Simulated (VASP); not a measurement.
# Mg5CdTe6 (P-4m2) in VASP: notebook

Runs on Mg5CdTe6. Level: PBE. Tasks: single point.

Everything below comes from runs of VASP 6.6.1. Logs are shortened: lines on timing, memory, paths and dates and some standing lists are left out, and cuts for length are marked.

## (1) The cell of the first run

Symmetry: P-4m2, No. 115, tetragonal system. The conventional cell has a = 4.209 Å, b = 4.209 Å, c = 17.858 Å, α = 90.00°, β = 90.00°, γ = 90.00°. Mg (site symmetry 2mm) has 4 Te at 2.58 Å within 3.4 Å. Within 3.4 Å of Mg (site symmetry 2mm) lie 4 Te at 2.58 Å. Mg (site symmetry -4m2) has 4 Te at 2.58 Å within 3.4 Å. Within 3.4 Å of Cd (site symmetry -4m2) lie 4 Te at 2.58 Å. Te (site symmetry 2mm) has 4 Mg at 2.58 Å within 3.4 Å. Te (site symmetry 2mm) has 4 Mg at 2.58 Å within 3.4 Å. Within 3.4 Å of Te (site symmetry 2mm) lie 2 Cd at 2.58 Å and 2 Mg at 2.58 Å.

## (2) Single point, PBE

Contents of INCAR:

```
SYSTEM = Mg5CdTe6
PREC     = Accurate       ! precision mode
ENCUT    = 520            ! plane-wave cutoff, eV
EDIFF    = 1E-6           ! SCF threshold, eV
ISMEAR   = 0              ! smearing method
SIGMA    = 0.1            ! smearing width, eV
LREAL    = .False.        ! projectors in reciprocal space
LASPH    = .True.         ! aspherical terms in the spheres
NELM     = 80             ! most SCF steps
ALGO     = Normal         ! electronic algorithm
ISIF     = 2              ! what is computed and relaxed
LWAVE    = .False.        ! write WAVECAR
LCHARG   = .False.        ! write CHGCAR
GGA      = PE             ! functional
NBANDS   = 41             ! bands
```

Contents of KPOINTS:

```
regular mesh
0
Gamma
  4 4 1
  0 0 0
```

Contents of POSCAR:

```
Mg5CdTe6
1.0
    4.2091681900      0.0000000000      0.0000000000
    0.0000000000      4.2091681900      0.0000000000
    0.0000000000      0.0000000000     17.8579882200
Mg Cd Te
5 1 6
Direct
    0.0000000000      0.0000000000      0.8333333300
    0.5000000000      0.5000000000      0.6666666700
    0.0000000000      0.0000000000      0.5000000000
    0.5000000000      0.5000000000      0.3333333300
    0.0000000000      0.0000000000      0.1666666700
    0.5000000000      0.5000000000      0.0000000000
    0.5000000000      0.0000000000      0.5833333300
    0.0000000000      0.5000000000      0.4166666700
    0.5000000000      0.0000000000      0.2500000000
    0.0000000000      0.5000000000      0.0833333300
    0.5000000000      0.0000000000      0.9166666700
    0.0000000000      0.5000000000      0.7500000000
```

Potentials or basis: VASP PAW PBE potentials, release 64 (Mg, Cd, Te).

Command:

```console
cat potpaw_PBE.64/Mg/POTCAR potpaw_PBE.64/Cd/POTCAR potpaw_PBE.64/Te/POTCAR > POTCAR
mpirun -np 1 vasp_std > vasp.out
```

OUTCAR:

```text
SYSTEM = Mg5CdTe6
   PREC = Accurate
   ENCUT = 520
   EDIFF = 1E-6
   ISMEAR = 0
   LREAL = .False.
   LASPH = .True.
   NELM = 80
   ISIF = 2
   GGA = PE

 ion  position               nearest neighbor table
   1  0.000  0.000  0.833-  12 2.58  12 2.58  11 2.58  11 2.58
   2  0.500  0.500  0.667-  12 2.58  12 2.58   7 2.58   7 2.58
   3  0.000  0.000  0.500-   7 2.58   8 2.58   8 2.58   7 2.58
   4  0.500  0.500  0.333-   9 2.58   9 2.58   8 2.58   8 2.58
   5  0.000  0.000  0.167-   9 2.58   9 2.58  10 2.58  10 2.58
   6  0.500  0.500  0.000-  10 2.58  11 2.58  11 2.58  10 2.58
   7  0.500  0.000  0.583-   3 2.58   3 2.58   2 2.58   2 2.58
   8  0.000  0.500  0.417-   3 2.58   3 2.58   4 2.58   4 2.58
   9  0.500  0.000  0.250-   4 2.58   5 2.58   4 2.58   5 2.58
  10  0.000  0.500  0.083-   6 2.58   6 2.58   5 2.58   5 2.58
  11  0.500  0.000  0.917-   6 2.58   6 2.58   1 2.58   1 2.58
  12  0.000  0.500  0.750-   1 2.58   2 2.58   1 2.58   2 2.58

  LATTYP: Found a simple tetragonal cell.
 ALAT       =     4.2091681900
 C/A-ratio  =     4.2426406867

  Lattice vectors:

 A1 = (   4.2091681900,   0.0000000000,   0.0000000000)
 A2 = (   0.0000000000,   4.2091681900,   0.0000000000)
 A3 = (   0.0000000000,   0.0000000000,  17.8579882200)

Analysis of symmetry for initial positions (statically):
=====================================================================
 Subroutine PRICEL returns:
 Original cell was already a primitive cell.

 Routine SETGRP: Setting up the symmetry group for a
 simple tetragonal supercell.

 Subroutine GETGRP returns: Found  8 space group operations
 (whereof  8 operations were pure point group operations)
 out of a pool of 16 trial point group operations.

The static configuration has the point symmetry D_2d.

Analysis of symmetry for dynamics (positions and initial velocities):
=====================================================================
 Subroutine PRICEL returns:
 Original cell was already a primitive cell.

 Routine SETGRP: Setting up the symmetry group for a
 simple tetragonal supercell.

 Subroutine GETGRP returns: Found  8 space group operations
 (whereof  8 operations were pure point group operations)
 out of a pool of 16 trial point group operations.

The dynamic configuration has the point symmetry D_2d.

 Subroutine INISYM returns: Found  8 space group operations
 (whereof  8 operations are pure point group operations),
 and found     1 'primitive' translations

----------------------------------------------------------------------------------------

                                     Primitive cell

  volume of cell :     316.3917

  direct lattice vectors                    reciprocal lattice vectors
     4.209168190  0.000000000  0.000000000     0.237576632  0.000000000  0.000000000
     0.000000000  4.209168190  0.000000000     0.000000000  0.237576632  0.000000000
     0.000000000  0.000000000 17.857988220     0.000000000  0.000000000  0.055997349

  length of vectors
     4.209168190  4.209168190 17.857988220     0.237576632  0.237576632  0.055997349

  position of ions in fractional coordinates (direct lattice)
     0.000000000  0.000000000  0.833333330
     0.500000000  0.500000000  0.666666670
     0.000000000  0.000000000  0.500000000
     0.500000000  0.500000000  0.333333330
     0.000000000  0.000000000  0.166666670
     0.500000000  0.500000000  0.000000000
     0.500000000  0.000000000  0.583333330
     0.000000000  0.500000000  0.416666670
     0.500000000  0.000000000  0.250000000
     0.000000000  0.500000000  0.083333330
     0.500000000  0.000000000  0.916666670
     0.000000000  0.500000000  0.750000000

  ion indices of the primitive-cell ions
   primitive index   ion index
                 1           1
                 2           2
                 3           3
                 4           4
                 5           5
                 6           6
                 7           7
                 8           8
                 9           9
                10          10
                11          11
                12          12

----------------------------------------------------------------------------------------

 KPOINTS: regular mesh

Automatic generation of k-mesh.
 Grid dimensions read from file:
 generate k-points for:    4    4    1

 Generating k-lattice:

  Cartesian coordinates                     Fractional coordinates (reciprocal lattice)
     0.059394158  0.000000000  0.000000000     0.250000000  0.000000000  0.000000000
     0.000000000  0.059394158  0.000000000     0.000000000  0.250000000  0.000000000
     0.000000000  0.000000000  0.055997349     0.000000000  0.000000000  1.000000000

  Length of vectors
     0.059394158  0.059394158  0.055997349

  Shift w.r.t. Gamma in fractional coordinates (k-lattice)
     0.000000000  0.000000000  0.000000000

 Subroutine IBZKPT returns following result:
 ===========================================

 Found      6 irreducible k-points:

 Following reciprocal coordinates:
            Coordinates               Weight
  0.000000  0.000000  0.000000      1.000000
  0.250000  0.000000  0.000000      4.000000
  0.500000  0.000000  0.000000      2.000000
  0.250000  0.250000  0.000000      4.000000
  0.500000  0.250000  0.000000      4.000000
  0.500000  0.500000  0.000000      1.000000
   k-points           NKPTS =      6   k-points in BZ     NKDIM =      6   number of bands    NBANDS=     41
   number of dos      NEDOS =    301   number of ions     NIONS =     12
   total plane-waves  NPLWV = 143360
   dimension x,y,z NGX =    32 NGY =   32 NGZ =  140
   dimension x,y,z NGXF=    64 NGYF=   64 NGZF=  280
   ions per type =               5   1   6
   NGX,Y,Z   is equivalent  to a cutoff of  12.64, 12.64, 13.03 a.u.
   NGXF,Y,Z  is equivalent  to a cutoff of  25.28, 25.28, 26.07 a.u.
 SYSTEM =  Mg5CdTe6
   PREC   = accura    normal or accurate (medium, high low for compatibility)
   ISTART =      0    job   : 0-new  1-cont  2-samecut
   ICHARG =      2    charge: 1-file 2-atom 10-const
   ISPIN  =      1    spin polarized calculation?
   LNONCOLLINEAR =      F non collinear calculations
   LSORBIT =      F    spin-orbit coupling
   LASPH  =      T    aspherical Exc in radial PAW
   ENCUT  =  520.0 eV  38.22 Ry    6.18 a.u.   7.83  7.83 33.20*2*pi/ulx,y,z
   NELM   =     80;   NELMIN=  2; NELMDL= -5     # of ELM steps
   EDIFF  = 0.1E-05   stopping-criterion for ELM
   LREAL  =      F    real-space projection
   EDIFFG = 0.1E-04   stopping-criterion for IOM
   NSW    =      0    number of steps for IOM
   IBRION =     -1    ionic relax: 0-MD 1-quasi-New 2-CG
   NFREE  =      0    steps in history (QN), initial steepest desc. (CG)
   ISIF   =      2    stress and relaxation
   ISYM   =      2    0-nonsym 1-usesym 2-fastsym
   POTIM  = 0.5000    time-step for ionic-motion
   TEBEG  =    0.0;   TEEND  =   0.0 temperature during run
   PSTRESS=    0.0 pullay stress
   NELECT =      58.0000    total number of electrons
   NUPDOWN=      -1.0000    fix difference up-down
   EMIN   =  10.00;   EMAX   =-10.00  energy-range for DOS
   EFERMI =   0.00;   METHOD = LEGACY
   ISMEAR =     0;   SIGMA  =   0.10  broadening in eV -4-tet -1-fermi 0-gaus
   EFERMI_NEDOS =   21; number of points for ismear=-14 and -15
   IALGO  =     38    algorithm
   IMIX   =      4    mixing-type and parameters
     AMIX     =   0.40;   BMIX     =  1.00
     AMIX_MAG =   1.60;   BMIX_MAG =  1.00
  volume/ion in A,a.u.               =      26.37       177.93
  Fermi-wavevector in a.u.,A,eV,Ry     =   0.929985  1.757416 11.767291  0.864872
  Thomas-Fermi vector in A             =   2.056325
   LORBIT       =      0    0 simple, 1 ext, 2 COOP (PROOUT), +10 PAW based schemes
   GGA     = PE    functional components
   LHFCALC =     F    Hartree Fock is set to
   AEXX    =    0.0000 exact exchange contribution
   IVDW    =     0    specifies the selected vdW correction
   LEPSILON=     F    determine dielectric tensor
   LRPA    =     F    only Hartree local field effects (RPA)
 non-spin polarized calculation
 Gauss-broadening in eV      SIGMA  =   0.10
  energy-cutoff  :      520.00
  volume of cell :      316.39
 maximum number of plane-waves:      8556
 NGX is ok and might be reduce to    32
   NGX = 15   NGY = 15   NGZ = 67

 number of electron      58.0000004 magnetization

 Free energy of the ion-electron system (eV)
  ---------------------------------------------------
  ext. energy  EPLUGINS =         0.00000000
  ---------------------------------------------------
  free energy    TOTEN  =       -32.40903655 eV

  energy without entropy =      -32.40903655  energy(sigma->0) =      -32.40903655

 E-fermi :   4.6997     XC(G=0):  -8.9619

 val. band max:        4.2214308796   @ k =   0.0000   0.0000   0.0000
 cond. band min:       6.3730753950   @ k =   0.5000   0.5000   0.0000
 fundamental gap:      2.1516445155
 Fermi energy:         4.6996732070

 k-point     1 :       0.0000    0.0000    0.0000
  band No.  band energies     occupation
      1      -7.5079      2.00000
      2      -7.1515      2.00000
      3      -7.1420      2.00000
      4      -6.6812      2.00000
      5      -6.4139      2.00000
      6      -6.0605      2.00000
[... 33 lines left out ...]
     40       8.9668      0.00000
     41       9.6340      0.00000

 k-point     2 :       0.2500    0.0000    0.0000
  band No.  band energies     occupation
      1      -7.2527      2.00000
      2      -6.9649      2.00000
      3      -6.8755      2.00000
      4      -6.5607      2.00000
      5      -6.3027      2.00000
      6      -6.0484      2.00000
[... 165 lines left out ...]
     40      10.0528      0.00000
     41      10.1053      0.00000

 k-point     6 :       0.5000    0.5000    0.0000
  band No.  band energies     occupation
      1      -6.6180      2.00000
      2      -6.6180      2.00000
      3      -5.9279      2.00000
      4      -5.9279      2.00000
      5      -5.9192      2.00000
      6      -5.9192      2.00000
[... 33 lines left out ...]
     40       9.0141      0.00000
     41       9.2715      0.00000

------------------------ aborting loop because EDIFF is reached ----------------------------------------

  FORCE on cell =-STRESS in cart. coord.  units (eV):
  Direction    XX          YY          ZZ          XY          YZ          ZX
  --------------------------------------------------------------------------------------
  -------------------------------------------------------------------------------------
  Total       34.6617198     34.6617198     33.8001446      0.0000000      0.0000000      0.0000000
  in kB      175.5236327    175.5236327    171.1606984      0.0000000      0.0000000      0.0000000
  external PRESSURE =     174.0693212 kB  Pullay stress =       0.0000000 kB

 VOLUME and BASIS-vectors are now :
 -----------------------------------------------------------------------------
  energy-cutoff  :      520.00
  volume of cell :      316.39
      direct lattice vectors                 reciprocal lattice vectors
     4.209168190  0.000000000  0.000000000     0.237576632  0.000000000  0.000000000
     0.000000000  4.209168190  0.000000000     0.000000000  0.237576632  0.000000000
     0.000000000  0.000000000 17.857988220     0.000000000  0.000000000  0.055997349

 POSITION                                       TOTAL-FORCE (eV/Angst)
 -----------------------------------------------------------------------------------
      0.00000      0.00000     14.88166         0.000000     -0.000000      0.008122
      2.10458      2.10458     11.90533         0.000000     -0.000000      0.002063
      0.00000      0.00000      8.92899         0.000000     -0.000000     -0.000000
      2.10458      2.10458      5.95266         0.000000     -0.000000     -0.002063
      0.00000      0.00000      2.97633        -0.000000     -0.000000     -0.008122
      2.10458      2.10458      0.00000         0.000000      0.000000     -0.000000
      2.10458      0.00000     10.41716         0.000000     -0.000000     -0.000541
      0.00000      2.10458      7.44083         0.000000     -0.000000      0.000541
      2.10458      0.00000      4.46450         0.000000     -0.000000     -0.017223
      0.00000      2.10458      1.48817         0.000000     -0.000000      0.965955
      2.10458      0.00000     16.36982         0.000000     -0.000000     -0.965955
      0.00000      2.10458     13.39349         0.000000     -0.000000      0.017223
 -----------------------------------------------------------------------------------
    total drift:                                0.000000     -0.000000     -0.000000

  FREE ENERGIE OF THE ION-ELECTRON SYSTEM (eV)
  ---------------------------------------------------
  free  energy   TOTEN  =       -32.4090365520 eV

  energy  without entropy=      -32.4090365520  energy(sigma->0) =      -32.40903655
```

Wall time 59 s (1 thread of AMD EPYC 9R45 (Zen 5), shared host); peak memory 0.38 GiB.

What came out:

```
Free energy            : -32.4090 eV
Pressure               : 17.4 GPa
Largest force          : 0.966 eV/Å
Band gap on the k mesh : 2.15 eV (least direct gap 2.18 eV)
```

Forces on the atoms (eV/Å):
```
Mg   0.000  0.000  0.008
Mg   0.000  0.000  0.002
Mg   0.000  0.000  0.000
Mg   0.000  0.000 -0.002
Mg   0.000  0.000 -0.008
Cd   0.000  0.000  0.000
Te   0.000  0.000 -0.001
Te   0.000  0.000  0.001
Te   0.000  0.000 -0.017
Te   0.000  0.000  0.966
Te   0.000  0.000 -0.966
Te   0.000  0.000  0.017
```

Levels at points of the mesh, in eV from the valence-band top:
```csv
k point,band 26,band 27,band 28,band 29,band 30,band 31,band 32,band 33
"(0.00, 0.00, 0.00)",-0.65,-0.09,0.00,0.00,2.18,2.78,3.00,3.04
"(0.50, 0.00, 0.00)",-0.88,-0.87,-0.77,-0.54,3.37,3.87,3.88,3.96
"(0.50, 0.50, 0.00)",-1.97,-1.96,-1.96,-1.95,2.15,2.15,3.00,3.37
```

Caveat: the cell stands under pressure; spin-orbit coupling is left out, which moves the levels of the heavy elements.

(Continued in part 2 of 2.)
